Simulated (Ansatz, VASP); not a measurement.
# One calculation of TiAl3, two programs

The input INCAR:

```
PREC     = Accurate       # precision mode
ENCUT    = 520            # plane-wave cutoff, eV
EDIFF    = 1E-7           # SCF threshold, eV
ISMEAR   = -1             # smearing method
SIGMA    = 0.05           # smearing width, eV
LREAL    = False          # projectors in reciprocal space
LASPH    = True           # aspherical terms in the spheres
NELM     = 60             # most SCF steps
ALGO     = Normal         # electronic algorithm
ISIF     = 2              # what is computed and relaxed
LWAVE    = False          # write WAVECAR
LCHARG   = False          # write CHGCAR
GGA      = CA             # functional
NBANDS   = 18             # bands
```

The input KPOINTS:

```
regular mesh
0
Gamma
  9 6 6
```

Contents of POSCAR:

```
TiAl3
1.0
    2.8770454564      0.0000000000      0.0000000000
    0.0000000000      4.7428666434      0.0000000000
    0.0000000000      0.0000000000      4.9652328430
Ti Al
1 3
Direct
    0.0000000000      0.5000000000      0.1659160000
    0.0000000000      0.0000000000      0.8359000000
    0.5000000000      0.0000000000      0.3309120000
    0.5000000000      0.5000000000      0.6672710000
```

input.yaml

```yaml
crystal:
  lattice:
    - [2.8770454564, 0.0, 0.0]
    - [0.0, 4.7428666434, 0.0]
    - [0.0, 0.0, 4.965232843]
  atoms:
    - { symbol: Ti, position: [0.0, 0.5, 0.165916] }
    - { symbol: Al, position: [0.0, 0.0, 0.8359] }
    - { symbol: Al, position: [0.5, 0.0, 0.330912] }
    - { symbol: Al, position: [0.5, 0.5, 0.667271] }
kpoints:
  mp_grid: { grid: [9, 6, 6] }
scf:
  occupations: { method: fermi_dirac, width: 0.05 }
hamiltonian:
  xc: lda
  pseudopotentials: { kind: all_electron, lapw: { basis_error: 0.002 } }
output:
  forces: true
  stress: true
  eigenvalues: true
```

Change from the starting cell: volume scaled by 1.04.

Alike in both runs: task single point; functional LDA; k mesh 9 × 6 × 6; occupations fermi-dirac, width 0.05 eV; no spin polarisation.

|  | VASP | Ansatz |
| --- | --- | --- |
| version | VASP 6.6.1 | Ansatz 0.2.0 |
| potentials or method | VASP PAW LDA potentials, release 64 (Ti_sv, Al), cutoff 520 eV | all-electron LAPW, scalar-relativistic |

```csv
,VASP,Ansatz,Ansatz less VASP
gap on the k mesh at the Fermi level (eV),none,none,-
pressure (GPa),-8.1,-8.2,-0.09
"traceless stress, the component that is largest in VASP (GPa)",-1.92,-1.93,-0.004
rms of the force components (eV/Å),0.037,0.038,+0.0010
```

LDA's correlation is that of Perdew and Zunger in VASP and of Perdew and Wang (1992) in Ansatz. Atom by atom the forces differ by 0.001 eV/Å (rms over components). A gap of «none» marks a metal or a gap that the smearing closes. Ansatz ran all-electron here, and VASP with PAW potentials.
